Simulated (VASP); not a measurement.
# NiSb (P6_3/mmc) in VASP: notebook

The runs below take NiSb through single point, with PBE.

Everything below comes from runs of VASP 6.6.1. Logs are shortened: lines on timing, memory, paths and dates and some standing lists are left out, and cuts for length are marked.

**1. The cell of the first run**

The structure is hexagonal, space group P6_3/mmc (No. 194). Conventional cell: a = 3.928 Å, b = 3.928 Å, c = 5.120 Å, α = 90.00°, β = 90.00°, γ = 120.00°. Within 3.4 Å of Ni (site symmetry -3m) lie 2 Ni at 2.56 Å and 6 Sb at 2.60 Å. Sb (site symmetry -6m2) has 6 Ni at 2.60 Å and 6 Sb at 3.42 Å within 3.5 Å.

**2. Single point, PBE, collinear spin, ferromagnetic start**

INCAR

```
SYSTEM = NiSb
PREC     = Accurate       ! precision mode
ENCUT    = 520            ! plane-wave cutoff, eV
EDIFF    = 1E-6           ! SCF threshold, eV
ISMEAR   = -1             ! smearing method
SIGMA    = 0.05           ! smearing width, eV
LREAL    = .FALSE.        ! projectors in reciprocal space
LASPH    = .TRUE.         ! aspherical terms in the spheres
NELM     = 150            ! most SCF steps
ALGO     = Normal         ! electronic algorithm
ISIF     = 2              ! what is computed and relaxed
LWAVE    = .FALSE.        ! write WAVECAR
LCHARG   = .TRUE.         ! write CHGCAR
ISPIN    = 2              ! spin polarisation
MAGMOM   = 0.5 0.5 0 0    ! initial moments
LORBIT   = 11             ! projections on sites
NUPDOWN  = 1.0            ! fixed moment
LMAXMIX  = 4              ! l up to which the mixer works
GGA      = PE             ! functional
LELF     = .TRUE.         ! ELF
LVHAR    = .TRUE.       
NBANDS   = 27             ! bands
```

KPOINTS

```
regular mesh
0
G
  10 10 7
  0 0 0
```

POSCAR

```
NiSb
1.0
    3.9280000000      0.0000000000      0.0000000000
   -1.9640000000      3.4017477861      0.0000000000
    0.0000000000      0.0000000000      5.1200000000
Ni Sb
2 2
Direct
    0.0000000000      0.0000000000      0.0000000000
    0.0000000000      0.0000000000      0.5000000000
    0.3333333333      0.6666666667      0.2500000000
    0.6666666667      0.3333333333      0.7500000000
```

Potentials or basis: VASP PAW PBE potentials, release 64 (Ni, Sb).

The run is started by

```
> cat potpaw_PBE.64/Ni/POTCAR potpaw_PBE.64/Sb/POTCAR > POTCAR
> mpirun -np 1 vasp_std > vasp.out
```

OUTCAR:

```text
SYSTEM = NiSb
   PREC = Accurate
   ENCUT = 520
   EDIFF = 1E-6
   ISMEAR = -1
   LREAL = .FALSE.
   LASPH = .TRUE.
   NELM = 150
   ISIF = 2
   ISPIN = 2
   LORBIT = 11
   NUPDOWN = 1.0
   GGA = PE

 ion  position               nearest neighbor table
   1  0.000  0.000  0.000-   2 2.56   2 2.56   4 2.60   3 2.60   4 2.60   3 2.60   4 2.60   3 2.60

   2  0.000  0.000  0.500-   1 2.56   1 2.56   4 2.60   3 2.60   4 2.60   3 2.60   4 2.60   3 2.60

   3  0.333  0.667  0.250-   1 2.60   2 2.60   1 2.60   2 2.60   1 2.60   2 2.60   4 3.42   4 3.42
                             4 3.42   4 3.42   4 3.42   4 3.42
   4  0.667  0.333  0.750-   1 2.60   2 2.60   1 2.60   2 2.60   1 2.60   2 2.60   3 3.42   3 3.42
                             3 3.42   3 3.42   3 3.42   3 3.42

  LATTYP: Found a hexagonal cell.
 ALAT       =     3.9280000000
 C/A-ratio  =     1.3034623218

  Lattice vectors:

 A1 = (   3.9280000000,   0.0000000000,   0.0000000000)
 A2 = (  -1.9640000000,   3.4017477861,   0.0000000000)
 A3 = (   0.0000000000,   0.0000000000,   5.1200000000)

Analysis of symmetry for initial positions (statically):
=====================================================================
 Subroutine PRICEL returns:
 Original cell was already a primitive cell.

 Routine SETGRP: Setting up the symmetry group for a
 hexagonal supercell.

 Subroutine GETGRP returns: Found 24 space group operations
 (whereof 12 operations were pure point group operations)
 out of a pool of 24 trial point group operations.

The static configuration has the point symmetry D_3d.
 The point group associated with its full space group is D_6h.

Analysis of symmetry for dynamics (positions and initial velocities):
=====================================================================
 Subroutine PRICEL returns:
 Original cell was already a primitive cell.

 Routine SETGRP: Setting up the symmetry group for a
 hexagonal supercell.

 Subroutine GETGRP returns: Found 24 space group operations
 (whereof 12 operations were pure point group operations)
 out of a pool of 24 trial point group operations.

The dynamic configuration has the point symmetry D_3d.
 The point group associated with its full space group is D_6h.

Analysis of structural, dynamic, and magnetic symmetry:
=====================================================================
 Subroutine PRICEL returns:
 Original cell was already a primitive cell.

 Routine SETGRP: Setting up the symmetry group for a
 hexagonal supercell.

 Subroutine GETGRP returns: Found 24 space group operations
 (whereof 12 operations were pure point group operations)
 out of a pool of 24 trial point group operations.

The overall configuration has the point symmetry D_3d.
 The point group associated with its full space group is D_6h.

 Subroutine INISYM returns: Found 24 space group operations
 (whereof 12 operations are pure point group operations),
 and found     1 'primitive' translations

----------------------------------------------------------------------------------------

                                     Primitive cell

  volume of cell :      68.4138

  direct lattice vectors                    reciprocal lattice vectors
     3.928000000  0.000000000  0.000000000     0.254582485  0.146983266  0.000000000
    -1.964000000  3.401747786  0.000000000     0.000000000  0.293966532  0.000000000
     0.000000000  0.000000000  5.120000000     0.000000000  0.000000000  0.195312500

  length of vectors
     3.928000000  3.928000000  5.120000000     0.293966532  0.293966532  0.195312500

  position of ions in fractional coordinates (direct lattice)
     0.000000000  0.000000000  0.000000000
     0.000000000  0.000000000  0.500000000
     0.333333333  0.666666667  0.250000000
     0.666666667  0.333333333  0.750000000

  ion indices of the primitive-cell ions
   primitive index   ion index
                 1           1
                 2           2
                 3           3
                 4           4

----------------------------------------------------------------------------------------

 KPOINTS: regular mesh

Automatic generation of k-mesh.
 Grid dimensions read from file:
 generate k-points for:   10   10    7

 Generating k-lattice:

  Cartesian coordinates                     Fractional coordinates (reciprocal lattice)
     0.025458248  0.014698327  0.000000000     0.100000000  0.000000000  0.000000000
     0.000000000  0.029396653  0.000000000     0.000000000  0.100000000  0.000000000
     0.000000000  0.000000000  0.027901786     0.000000000  0.000000000  0.142857143

  Length of vectors
     0.029396653  0.029396653  0.027901786

  Shift w.r.t. Gamma in fractional coordinates (k-lattice)
     0.000000000  0.000000000  0.000000000

 Subroutine IBZKPT returns following result:
 ===========================================

 Found     56 irreducible k-points:

 Following reciprocal coordinates:
            Coordinates               Weight
  0.000000  0.000000  0.000000      1.000000
  0.100000  0.000000  0.000000      6.000000
  0.200000  0.000000  0.000000      6.000000
  0.300000  0.000000  0.000000      6.000000
  0.400000  0.000000  0.000000      6.000000
  0.500000  0.000000  0.000000      3.000000
[... 16 lines left out ...]
  0.300000  0.100000  0.142857     24.000000
  0.400000  0.100000  0.142857     24.000000
 [... further k-points ...]
   k-points           NKPTS =     56   k-points in BZ     NKDIM =     56   number of bands    NBANDS=     27
   number of dos      NEDOS =    301   number of ions     NIONS =      4
   total plane-waves  NPLWV =  36000
   dimension x,y,z NGX =    30 NGY =   30 NGZ =   40
   dimension x,y,z NGXF=    60 NGYF=   60 NGZF=   80
   ions per type =               2   2
   NGX,Y,Z   is equivalent  to a cutoff of  12.70, 12.70, 12.99 a.u.
   NGXF,Y,Z  is equivalent  to a cutoff of  25.39, 25.39, 25.98 a.u.
 SYSTEM =  NiSb
   PREC   = accura    normal or accurate (medium, high low for compatibility)
   ISTART =      0    job   : 0-new  1-cont  2-samecut
   ICHARG =      2    charge: 1-file 2-atom 10-const
   ISPIN  =      2    spin polarized calculation?
   LNONCOLLINEAR =      F non collinear calculations
   LSORBIT =      F    spin-orbit coupling
   LASPH  =      T    aspherical Exc in radial PAW
   ENCUT  =  520.0 eV  38.22 Ry    6.18 a.u.   7.30  7.30  9.52*2*pi/ulx,y,z
   NELM   =    150;   NELMIN=  2; NELMDL= -5     # of ELM steps
   EDIFF  = 0.1E-05   stopping-criterion for ELM
   LREAL  =      F    real-space projection
   EDIFFG = 0.1E-04   stopping-criterion for IOM
   NSW    =      0    number of steps for IOM
   IBRION =     -1    ionic relax: 0-MD 1-quasi-New 2-CG
   NFREE  =      0    steps in history (QN), initial steepest desc. (CG)
   ISIF   =      2    stress and relaxation
   ISYM   =      2    0-nonsym 1-usesym 2-fastsym
   POTIM  = 0.5000    time-step for ionic-motion
   TEBEG  =    0.0;   TEEND  =   0.0 temperature during run
   PSTRESS=    0.0 pullay stress
   NELECT =      30.0000    total number of electrons
   NUPDOWN=       1.0000    fix difference up-down
   EMIN   =  10.00;   EMAX   =-10.00  energy-range for DOS
   EFERMI =   0.00;   METHOD = LEGACY
   ISMEAR =    -1;   SIGMA  =   0.05  broadening in eV -4-tet -1-fermi 0-gaus
   EFERMI_NEDOS =   21; number of points for ismear=-14 and -15
   IALGO  =     38    algorithm
   IMIX   =      4    mixing-type and parameters
     AMIX     =   0.40;   BMIX     =  1.00
     AMIX_MAG =   1.60;   BMIX_MAG =  1.00
  volume/ion in A,a.u.               =      17.10       115.42
  Fermi-wavevector in a.u.,A,eV,Ry     =   1.243753  2.350352 21.047138  1.546921
  Thomas-Fermi vector in A             =   2.378050
   LORBIT       =     11    0 simple, 1 ext, 2 COOP (PROOUT), +10 PAW based schemes
   GGA     = PE    functional components
   LHFCALC =     F    Hartree Fock is set to
   AEXX    =    0.0000 exact exchange contribution
   IVDW    =     0    specifies the selected vdW correction
   LEPSILON=     F    determine dielectric tensor
   LRPA    =     F    only Hartree local field effects (RPA)
 spin polarized calculation
  energy-cutoff  :      520.00
  volume of cell :       68.41
 maximum number of plane-waves:      1860
 NGX is ok and might be reduce to    30
   NGX = 15   NGY = 15   NGZ = 19

 number of electron      30.0000034 magnetization       1.0000002

 Free energy of the ion-electron system (eV)
  ---------------------------------------------------
  ext. energy  EPLUGINS =         0.00000000
  ---------------------------------------------------
  free energy    TOTEN  =       -20.12286370 eV

  energy without entropy =      -20.10542522  energy(sigma->0) =      -20.11414446

 E-fermi :   9.7508     XC(G=0): -11.5318

 val. band max:       10.4407169159   @ k =   0.2000   0.1000   0.2857
 cond. band min:       9.7657166450   @ k =   0.1000   0.1000   0.1429
 fundamental gap:     -0.6750002709
 Fermi energy:        10.4454394274

 spin component 1

 k-point     1 :       0.0000    0.0000    0.0000
  band No.  band energies     occupation
      1      -2.9764      1.00000
      2       1.6001      1.00000
      3       3.7252      1.00000
      4       5.9702      1.00000
      5       5.9702      1.00000
      6       6.6262      1.00000
[... 19 lines left out ...]
     26      19.6824      0.00000
     27      19.6824      0.00000

 k-point     2 :       0.1000    0.0000    0.0000
  band No.  band energies     occupation
      1      -2.8504      1.00000
      2       1.5907      1.00000
      3       3.8665      1.00000
      4       5.9554      1.00000
      5       5.9974      1.00000
      6       6.5870      1.00000
[... 652 lines left out ...]
 k-point    24 :       0.4000    0.1000    0.1429
  band No.  band energies     occupation
      1      -0.5493      1.00000
      2       0.5028      1.00000
      3       3.8905      1.00000
      4       5.5353      1.00000
      5       6.0627      1.00000
      6       6.4092      1.00000
[... 19 lines left out ...]
     26      22.7431      0.00000
     27      23.2905      0.00000

 [... further k-points ...]

 spin component 2

 k-point     1 :       0.0000    0.0000    0.0000
  band No.  band energies     occupation
      1      -2.8691      1.00000
      2       1.6982      1.00000
      3       3.8718      1.00000
      4       6.2283      1.00000
      5       6.2283      1.00000
      6       6.9741      1.00000
[... 19 lines left out ...]
     26      19.8299      0.00000
     27      19.8299      0.00000

 k-point     2 :       0.1000    0.0000    0.0000
  band No.  band energies     occupation
      1      -2.7430      1.00000
      2       1.6920      1.00000
      3       4.0136      1.00000
      4       6.1928      1.00000
      5       6.2545      1.00000
      6       6.9242      1.00000
[... 652 lines left out ...]
 k-point    24 :       0.4000    0.1000    0.1429
  band No.  band energies     occupation
      1      -0.4374      1.00000
      2       0.6199      1.00000
      3       4.0071      1.00000
      4       5.6831      1.00000
      5       6.2333      1.00000
      6       6.6447      1.00000
[... 19 lines left out ...]
     26      22.8590      0.00000
     27      23.3901      0.00000

 [... further k-points ...]
[... 5 lines left out ...]
  --------------------------------------------------------------------------------------
  -------------------------------------------------------------------------------------
  Total        2.3507235      2.3507235      1.4162935     -0.0000000      0.0000000      0.0000000
  in kB       55.0514276     55.0514276     33.1680763     -0.0000000      0.0000000      0.0000000
  external PRESSURE =      47.7569771 kB  Pullay stress =       0.0000000 kB

 VOLUME and BASIS-vectors are now :
 -----------------------------------------------------------------------------
  energy-cutoff  :      520.00
  volume of cell :       68.41
      direct lattice vectors                 reciprocal lattice vectors
     3.928000000  0.000000000  0.000000000     0.254582485  0.146983266  0.000000000
    -1.964000000  3.401747786  0.000000000     0.000000000  0.293966532  0.000000000
     0.000000000  0.000000000  5.120000000     0.000000000  0.000000000  0.195312500

 POSITION                                       TOTAL-FORCE (eV/Angst)
 -----------------------------------------------------------------------------------
      0.00000      0.00000      0.00000        -0.000000      0.000000      0.000000
      0.00000      0.00000      2.56000        -0.000000      0.000000      0.000000
     -0.00000      2.26783      1.28000         0.000000      0.000000      0.000000
      1.96400      1.13392      3.84000        -0.000000      0.000000     -0.000000
 -----------------------------------------------------------------------------------
    total drift:                                0.000000      0.000000     -0.000000

  FREE ENERGIE OF THE ION-ELECTRON SYSTEM (eV)
  ---------------------------------------------------
  free  energy   TOTEN  =       -20.1228636970 eV

  energy  without entropy=      -20.1054252200  energy(sigma->0) =      -20.11414446

 total charge

# of ion       s       p       d       tot
------------------------------------------
    1        0.452   0.489   8.454   9.395
    2        0.452   0.489   8.454   9.395
    3        1.136   1.225   0.076   2.437
    4        1.136   1.225   0.076   2.437
--------------------------------------------------
tot          3.177   3.429  17.059  23.665

 magnetization (x)

# of ion       s       p       d       tot
------------------------------------------
    1        0.007   0.022   0.312   0.341
    2        0.007   0.022   0.312   0.341
    3        0.026   0.055   0.002   0.084
    4        0.026   0.055   0.002   0.084
--------------------------------------------------
tot          0.067   0.154   0.628   0.850
```

Wall time 1.8 min (1 thread of Intel Xeon 6975P-C (Granite Rapids), shared host); peak memory 0.31 GiB.

Results:

- Free energy: -20.1229 eV
- Pressure: 4.8 GPa
- Net moment: 1.00 μB per cell
- Site moments: Ni +0.34; Sb +0.08 μB
- Valence electrons inside the program's atomic spheres: Ni 9.39; Sb 2.44

Stress tensor (GPa, compression positive):
```
5.51 0.00 0.00
0.00 5.51 0.00
0.00 0.00 3.32
```

Caveat: the cell stands under pressure; spin-orbit coupling is left out, which moves the levels of the heavy elements; the total moment is fixed, so each spin has its own Fermi level and the state may be an excited one.

[end of part 1 of 2]
